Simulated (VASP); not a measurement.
# SiO2 (P4_2/mnm) in VASP: further runs

The runs below take SiO2 through single point, with PBE.

All numbers are computed with VASP 6.6.1; they aren't measurements. Logs are shortened: lines on timing, memory, paths and dates and some standing lists are left out, and cuts for length are marked.

### 1 The cell of the first run

Symmetry: P4_2/mnm, No. 136, tetragonal system. The conventional cell has a = 4.362 Å, b = 4.362 Å, c = 2.942 Å, α = 90.00°, β = 90.00°, γ = 90.00°. Si (site symmetry mmm) has 6 O at 1.89 Å within 2.5 Å. Within 2.5 Å of O (site symmetry m2m) lie 3 Si at 1.89 Å and 1 O at 2.38 Å.

### 2 Single point, PBE (9.33 Å³/atom)

Contents of INCAR:

```
SYSTEM = SiO2
PREC = Accurate
ENCUT = 520
EDIFF = 1E-7
ISMEAR = 0
SIGMA = 0.05
LREAL = .FALSE.
LASPH = .TRUE.
NELM = 100
ALGO = Normal
ISIF = 2
LWAVE = .FALSE.
LCHARG = .TRUE.
GGA = PE
LELF = .TRUE.
LVHAR = .TRUE.
NBANDS = 25
```

Contents of KPOINTS:

```
Automatic mesh
0
G
  6 6 10
  0 0 0
```

Contents of POSCAR:

```
SiO2
1.0
    4.3621356014      0.0000000000      0.0000000000
    0.0000000000      4.3621356014      0.0000000000
    0.0000000000      0.0000000000      2.9422604631
Si O
2 4
Direct
    0.5000000000      0.5000000000      0.5000000000
    0.0000000000      0.0000000000      0.0000000000
    0.6930127928      0.6930127928      0.0000000000
    0.1930127928      0.8069872072      0.5000000000
    0.3069872072      0.3069872072      0.0000000000
    0.8069872072      0.1930127928      0.5000000000
```

Potentials or basis: VASP PAW PBE potentials, release 64 (Si, O).

On the command line:

```
$ cat potpaw_PBE.64/Si/POTCAR potpaw_PBE.64/O/POTCAR > POTCAR
$ mpirun -np 1 vasp_std > vasp.out
```

OUTCAR:

```text
SYSTEM = SiO2
   PREC = Accurate
   ENCUT = 520
   EDIFF = 1E-7
   ISMEAR = 0
   LREAL = .FALSE.
   LASPH = .TRUE.
   NELM = 100
   ISIF = 2
   GGA = PE

 ion  position               nearest neighbor table
   1  0.500  0.500  0.500-   3 1.89   5 1.89   3 1.89   5 1.89   4 1.89   6 1.89
   2  0.000  0.000  0.000-   4 1.89   6 1.89   4 1.89   6 1.89   5 1.89   3 1.89
   3  0.693  0.693  0.000-   1 1.89   1 1.89   2 1.89
   4  0.193  0.807  0.500-   2 1.89   2 1.89   1 1.89
   5  0.307  0.307  0.000-   1 1.89   1 1.89   2 1.89
   6  0.807  0.193  0.500-   2 1.89   2 1.89   1 1.89

  LATTYP: Found a simple tetragonal cell.
 ALAT       =     4.3621356014
 C/A-ratio  =     0.6745000000

  Lattice vectors:

 A1 = (   4.3621356014,   0.0000000000,   0.0000000000)
 A2 = (   0.0000000000,   4.3621356014,   0.0000000000)
 A3 = (   0.0000000000,   0.0000000000,   2.9422604631)

Analysis of symmetry for initial positions (statically):
=====================================================================
 Subroutine PRICEL returns:
 Original cell was already a primitive cell.

 Routine SETGRP: Setting up the symmetry group for a
 simple tetragonal supercell.

 Subroutine GETGRP returns: Found 16 space group operations
 (whereof  8 operations were pure point group operations)
 out of a pool of 16 trial point group operations.

The static configuration has the point symmetry D_2h.
 The point group associated with its full space group is D_4h.

Analysis of symmetry for dynamics (positions and initial velocities):
=====================================================================
 Subroutine PRICEL returns:
 Original cell was already a primitive cell.

 Routine SETGRP: Setting up the symmetry group for a
 simple tetragonal supercell.

 Subroutine GETGRP returns: Found 16 space group operations
 (whereof  8 operations were pure point group operations)
 out of a pool of 16 trial point group operations.

The dynamic configuration has the point symmetry D_2h.
 The point group associated with its full space group is D_4h.

 Subroutine INISYM returns: Found 16 space group operations
 (whereof  8 operations are pure point group operations),
 and found     1 'primitive' translations

----------------------------------------------------------------------------------------

                                     Primitive cell

  volume of cell :      55.9860

  direct lattice vectors                    reciprocal lattice vectors
     4.362135601  0.000000000  0.000000000     0.229245510  0.000000000  0.000000000
     0.000000000  4.362135601  0.000000000     0.000000000  0.229245510  0.000000000
     0.000000000  0.000000000  2.942260463     0.000000000  0.000000000  0.339874737

  length of vectors
     4.362135601  4.362135601  2.942260463     0.229245510  0.229245510  0.339874737

  position of ions in fractional coordinates (direct lattice)
     0.500000000  0.500000000  0.500000000
     0.000000000  0.000000000  0.000000000
     0.693012793  0.693012793  0.000000000
     0.193012793  0.806987207  0.500000000
     0.306987207  0.306987207  0.000000000
     0.806987207  0.193012793  0.500000000

  ion indices of the primitive-cell ions
   primitive index   ion index
                 1           1
                 2           2
                 3           3
                 4           4
                 5           5
                 6           6

----------------------------------------------------------------------------------------

 KPOINTS: Automatic mesh

Automatic generation of k-mesh.
 Grid dimensions read from file:
 generate k-points for:    6    6   10

 Generating k-lattice:

  Cartesian coordinates                     Fractional coordinates (reciprocal lattice)
     0.038207585  0.000000000  0.000000000     0.166666667  0.000000000  0.000000000
     0.000000000  0.038207585  0.000000000     0.000000000  0.166666667  0.000000000
     0.000000000  0.000000000  0.033987474     0.000000000  0.000000000  0.100000000

  Length of vectors
     0.038207585  0.038207585  0.033987474

  Shift w.r.t. Gamma in fractional coordinates (k-lattice)
     0.000000000  0.000000000  0.000000000

 Subroutine IBZKPT returns following result:
 ===========================================

 Found     60 irreducible k-points:

 Following reciprocal coordinates:
            Coordinates               Weight
  0.000000  0.000000  0.000000      1.000000
  0.166667  0.000000  0.000000      4.000000
  0.333333  0.000000  0.000000      4.000000
  0.500000  0.000000  0.000000      2.000000
  0.166667  0.166667  0.000000      4.000000
  0.333333  0.166667  0.000000      8.000000
[... 16 lines left out ...]
  0.333333  0.000000  0.200000      8.000000
  0.500000  0.000000  0.200000      4.000000
 [... further k-points ...]
   k-points           NKPTS =     60   k-points in BZ     NKDIM =     60   number of bands    NBANDS=     25
   number of dos      NEDOS =    301   number of ions     NIONS =      6
   total plane-waves  NPLWV =  24576
   dimension x,y,z NGX =    32 NGY =   32 NGZ =   24
   dimension x,y,z NGXF=    64 NGYF=   64 NGZF=   48
   ions per type =               2   4
   NGX,Y,Z   is equivalent  to a cutoff of  12.20, 12.20, 13.56 a.u.
   NGXF,Y,Z  is equivalent  to a cutoff of  24.39, 24.39, 27.12 a.u.
 SYSTEM =  SiO2
   PREC   = accura    normal or accurate (medium, high low for compatibility)
   ISTART =      0    job   : 0-new  1-cont  2-samecut
   ICHARG =      2    charge: 1-file 2-atom 10-const
   ISPIN  =      1    spin polarized calculation?
   LNONCOLLINEAR =      F non collinear calculations
   LSORBIT =      F    spin-orbit coupling
   LASPH  =      T    aspherical Exc in radial PAW
   ENCUT  =  520.0 eV  38.22 Ry    6.18 a.u.   8.11  8.11  5.47*2*pi/ulx,y,z
   NELM   =    100;   NELMIN=  2; NELMDL= -5     # of ELM steps
   EDIFF  = 0.1E-06   stopping-criterion for ELM
   LREAL  =      F    real-space projection
   EDIFFG = 0.1E-05   stopping-criterion for IOM
   NSW    =      0    number of steps for IOM
   IBRION =     -1    ionic relax: 0-MD 1-quasi-New 2-CG
   NFREE  =      0    steps in history (QN), initial steepest desc. (CG)
   ISIF   =      2    stress and relaxation
   ISYM   =      2    0-nonsym 1-usesym 2-fastsym
   POTIM  = 0.5000    time-step for ionic-motion
   TEBEG  =    0.0;   TEEND  =   0.0 temperature during run
   PSTRESS=    0.0 pullay stress
   NELECT =      32.0000    total number of electrons
   NUPDOWN=      -1.0000    fix difference up-down
   EMIN   =  10.00;   EMAX   =-10.00  energy-range for DOS
   EFERMI =   0.00;   METHOD = LEGACY
   ISMEAR =     0;   SIGMA  =   0.05  broadening in eV -4-tet -1-fermi 0-gaus
   EFERMI_NEDOS =   21; number of points for ismear=-14 and -15
   IALGO  =     38    algorithm
   IMIX   =      4    mixing-type and parameters
     AMIX     =   0.40;   BMIX     =  1.00
     AMIX_MAG =   1.60;   BMIX_MAG =  1.00
  volume/ion in A,a.u.               =       9.33        62.97
  Fermi-wavevector in a.u.,A,eV,Ry     =   1.358621  2.567422 25.114330  1.845851
  Thomas-Fermi vector in A             =   2.485439
   LORBIT       =      0    0 simple, 1 ext, 2 COOP (PROOUT), +10 PAW based schemes
   GGA     = PE    functional components
   LHFCALC =     F    Hartree Fock is set to
   AEXX    =    0.0000 exact exchange contribution
   IVDW    =     0    specifies the selected vdW correction
   LEPSILON=     F    determine dielectric tensor
   LRPA    =     F    only Hartree local field effects (RPA)
 non-spin polarized calculation
 Gauss-broadening in eV      SIGMA  =   0.05
  energy-cutoff  :      520.00
  volume of cell :       55.99
 maximum number of plane-waves:      1548
   NGX = 17   NGY = 17   NGZ = 11

 number of electron      32.0000006 magnetization

 Free energy of the ion-electron system (eV)
  ---------------------------------------------------
  ext. energy  EPLUGINS =         0.00000000
  ---------------------------------------------------
  free energy    TOTEN  =       -45.22095844 eV

  energy without entropy =      -45.22095844  energy(sigma->0) =      -45.22095844

 E-fermi :   6.2299     XC(G=0): -11.3645

 val. band max:        5.9327875813   @ k =   0.0000   0.0000   0.0000
 cond. band min:       8.3602609172   @ k =   0.0000   0.0000   0.0000
 fundamental gap:      2.4274733359
 Fermi energy:         6.2299406347

 k-point     1 :       0.0000    0.0000    0.0000
  band No.  band energies     occupation
      1     -14.8137      2.00000
      2     -11.9634      2.00000
      3     -11.9634      2.00000
      4     -11.7567      2.00000
      5      -3.8504      2.00000
      6       0.7151      2.00000
[... 17 lines left out ...]
     24      18.1567      0.00000
     25      19.6507      0.00000

 k-point     2 :       0.1667    0.0000    0.0000
  band No.  band energies     occupation
      1     -14.6925      2.00000
      2     -12.4363      2.00000
      3     -11.9099      2.00000
      4     -11.5289      2.00000
      5      -3.6148      2.00000
      6       0.0022      2.00000
[... 17 lines left out ...]
     24      17.7729      0.00000
     25      19.6776      0.00000

 k-point     3 :       0.3333    0.0000    0.0000
  band No.  band energies     occupation
      1     -14.3404      2.00000
      2     -13.1216      2.00000
      3     -11.7679      2.00000
      4     -11.4755      2.00000
      5      -2.9846      2.00000
      6      -1.0734      2.00000
[... 552 lines left out ...]
 k-point    23 :       0.3333    0.0000    0.2000
  band No.  band energies     occupation
      1     -13.9876      2.00000
      2     -12.8809      2.00000
      3     -11.6776      2.00000
      4     -11.4992      2.00000
      5      -2.8180      2.00000
      6      -0.8184      2.00000
[... 17 lines left out ...]
     24      17.5244      0.00000
     25      19.1643      0.00000

 k-point    24 :       0.5000    0.0000    0.2000
  band No.  band energies     occupation
      1     -13.4852      2.00000
      2     -13.4852      2.00000
      3     -11.5631      2.00000
      4     -11.5631      2.00000
      5      -1.8701      2.00000
      6      -1.8701      2.00000
[... 17 lines left out ...]
     24      17.1437      0.00000
     25      18.9985      0.00000

 [... further k-points ...]

------------------------ aborting loop because EDIFF is reached ----------------------------------------

  FORCE on cell =-STRESS in cart. coord.  units (eV):
  Direction    XX          YY          ZZ          XY          YZ          ZX
  --------------------------------------------------------------------------------------
  -------------------------------------------------------------------------------------
  Total       -8.8561557     -8.8561557    -17.4431805      0.0000000      0.0000000      0.0000000
  in kB     -253.4407150   -253.4407150   -499.1795873      0.0000000      0.0000000      0.0000000
  external PRESSURE =    -335.3536724 kB  Pullay stress =       0.0000000 kB

 VOLUME and BASIS-vectors are now :
 -----------------------------------------------------------------------------
  energy-cutoff  :      520.00
  volume of cell :       55.99
      direct lattice vectors                 reciprocal lattice vectors
     4.362135601  0.000000000  0.000000000     0.229245510  0.000000000  0.000000000
     0.000000000  4.362135601  0.000000000     0.000000000  0.229245510  0.000000000
     0.000000000  0.000000000  2.942260463     0.000000000  0.000000000  0.339874737

 POSITION                                       TOTAL-FORCE (eV/Angst)
 -----------------------------------------------------------------------------------
      2.18107      2.18107      1.47113        -0.000000      0.000000      0.000000
      0.00000      0.00000      0.00000        -0.000000      0.000000      0.000000
      3.02302      3.02302      0.00000        -0.120855     -0.120855      0.000000
      0.84195      3.52019      1.47113        -0.120855      0.120855      0.000000
      1.33912      1.33912      0.00000         0.120855      0.120855      0.000000
      3.52019      0.84195      1.47113         0.120855     -0.120855      0.000000
 -----------------------------------------------------------------------------------
    total drift:                                0.000000      0.000000     -0.000000

  FREE ENERGIE OF THE ION-ELECTRON SYSTEM (eV)
  ---------------------------------------------------
  free  energy   TOTEN  =       -45.2209584434 eV

  energy  without entropy=      -45.2209584434  energy(sigma->0) =      -45.22095844
```

It took 94 s on 1 thread of Intel Xeon 8259CL, shared host; peak memory 0.2 GiB.

What came out:

* Free energy: -45.2210 eV
* Pressure: -33.5 GPa
* Largest force: 0.171 eV/Å
* Band gap on the k mesh: 2.43 eV

Forces in eV/Å, atoms in the order of the input:
```
Si   0.000  0.000  0.000
Si   0.000  0.000  0.000
O   -0.121 -0.121  0.000
O   -0.121  0.121  0.000
O    0.121  0.121  0.000
O    0.121 -0.121  0.000
```

Stress tensor (GPa, compression positive):
```
-25.34   0.00   0.00
  0.00 -25.34   0.00
  0.00   0.00 -49.92
```

Caveat: the cell stands under tension.

### 3 Single point, PBE (9.33 Å³/atom)

Contents of INCAR:

```
PREC = Accurate
ENCUT = 520
EDIFF = 1E-6
ISMEAR = 0
SIGMA = 0.05
LREAL = False
LASPH = True
NELM = 60
ALGO = Normal
ISIF = 2
LWAVE = False
LCHARG = False
GGA = PE
NBANDS = 25
```

Contents of KPOINTS:

```
Automatic mesh
0
Gamma
  6 6 10
```

Edit POSCAR of step 2 so:

```diff
@@ -2,5 +2,5 @@
 1.0
-    4.3621356014      0.0000000000      0.0000000000
-    0.0000000000      4.3621356014      0.0000000000
-    0.0000000000      0.0000000000      2.9422604631
+    4.6332179518      0.0000000000      0.0000000000
+    0.0000000000      4.6332179518      0.0000000000
+    0.0000000000      0.0000000000      2.6080383851
 Si O
```

Potentials or basis: VASP PAW PBE potentials, release 64 (Si, O).

On the command line:

```
$ cat potpaw_PBE.64/Si/POTCAR potpaw_PBE.64/O/POTCAR > POTCAR
$ mpirun -np 1 vasp_std > vasp.out
```

OUTCAR:

```text
PREC = Accurate
   ENCUT = 520
   EDIFF = 1E-6
   ISMEAR = 0
   LREAL = False
   LASPH = True
   NELM = 60
   ISIF = 2
   GGA = PE

 ion  position               nearest neighbor table
   1  0.500  0.500  0.500-   3 1.82   5 1.82   3 1.82   5 1.82   4 2.01   6 2.01
   2  0.000  0.000  0.000-   4 1.82   6 1.82   4 1.82   6 1.82   5 2.01   3 2.01
   3  0.693  0.693  0.000-   1 1.82   1 1.82   2 2.01
   4  0.193  0.807  0.500-   2 1.82   2 1.82   1 2.01
   5  0.307  0.307  0.000-   1 1.82   1 1.82   2 2.01
   6  0.807  0.193  0.500-   2 1.82   2 1.82   1 2.01

  LATTYP: Found a simple tetragonal cell.
 ALAT       =     4.6332179518
 C/A-ratio  =     0.5629000000

  Lattice vectors:

 A1 = (   4.6332179518,   0.0000000000,   0.0000000000)
 A2 = (   0.0000000000,   4.6332179518,   0.0000000000)
 A3 = (   0.0000000000,   0.0000000000,   2.6080383851)

Analysis of symmetry for initial positions (statically):
=====================================================================
 Subroutine PRICEL returns:
 Original cell was already a primitive cell.

[... 183 lines left out ...]
 cond. band min:       8.6226568884   @ k =   0.0000   0.0000   0.0000
 fundamental gap:      3.0473364552
 Fermi energy:         5.8042533874

 k-point     1 :       0.0000    0.0000    0.0000
  band No.  band energies     occupation
      1     -15.1959      2.00000
      2     -12.6880      2.00000
      3     -12.6246      2.00000
      4     -12.6246      2.00000
      5      -4.1380      2.00000
      6      -0.1839      2.00000
[... 661 lines left out ...]
     24      18.3825      0.00000
     25      18.9469      0.00000

 [... further k-points ...]

------------------------ aborting loop because EDIFF is reached ----------------------------------------

  FORCE on cell =-STRESS in cart. coord.  units (eV):
  Direction    XX          YY          ZZ          XY          YZ          ZX
  --------------------------------------------------------------------------------------
  -------------------------------------------------------------------------------------
  Total      -13.0584107    -13.0584107     -0.4845999     -0.0000000      0.0000000      0.0000000
  in kB     -373.6985969   -373.6985969    -13.8680194     -0.0000000      0.0000000      0.0000000
  external PRESSURE =    -253.7550711 kB  Pullay stress =       0.0000000 kB

 VOLUME and BASIS-vectors are now :
 -----------------------------------------------------------------------------
  energy-cutoff  :      520.00
  volume of cell :       55.99
      direct lattice vectors                 reciprocal lattice vectors
     4.633217952  0.000000000  0.000000000     0.215832713  0.000000000  0.000000000
     0.000000000  4.633217952  0.000000000     0.000000000  0.215832713  0.000000000
     0.000000000  0.000000000  2.608038385     0.000000000  0.000000000  0.383429939

 POSITION                                       TOTAL-FORCE (eV/Angst)
 -----------------------------------------------------------------------------------
      2.31661      2.31661      1.30402         0.000000      0.000000      0.000000
      0.00000      0.00000      0.00000         0.000000      0.000000      0.000000
      3.21088      3.21088      0.00000        -1.567489     -1.567489      0.000000
      0.89427      3.73895      1.30402        -1.567489      1.567489      0.000000
      1.42234      1.42234      0.00000         1.567489      1.567489     -0.000000
      3.73895      0.89427      1.30402         1.567489     -1.567489      0.000000
 -----------------------------------------------------------------------------------
    total drift:                                0.000000      0.000000     -0.000000

  FREE ENERGIE OF THE ION-ELECTRON SYSTEM (eV)
  ---------------------------------------------------
  free  energy   TOTEN  =       -45.0973883067 eV

  energy  without entropy=      -45.0973883067  energy(sigma->0) =      -45.09738831
```

Run time: 1.7 min. Hardware: 1 thread of Intel Xeon 8259CL, shared host; peak memory 0.2 GiB.

What came out:

```yaml
Free_energy: -45.0974 eV
Pressure: -25.4 GPa
Largest_force: 2.217 eV/Å
Band_gap_on_the_k_mesh: 3.05 eV
```

Forces in eV/Å, atoms in the order of the input:
```
Si   0.000  0.000  0.000
Si   0.000  0.000  0.000
O   -1.567 -1.567  0.000
O   -1.567  1.567  0.000
O    1.567  1.567  0.000
O    1.567 -1.567  0.000
```

Caveat: the cell stands under tension; forces of over 1 eV/Å act on the atoms, so gaps and moduli don't describe the material at rest.

(Continued in part 2 of 2.)
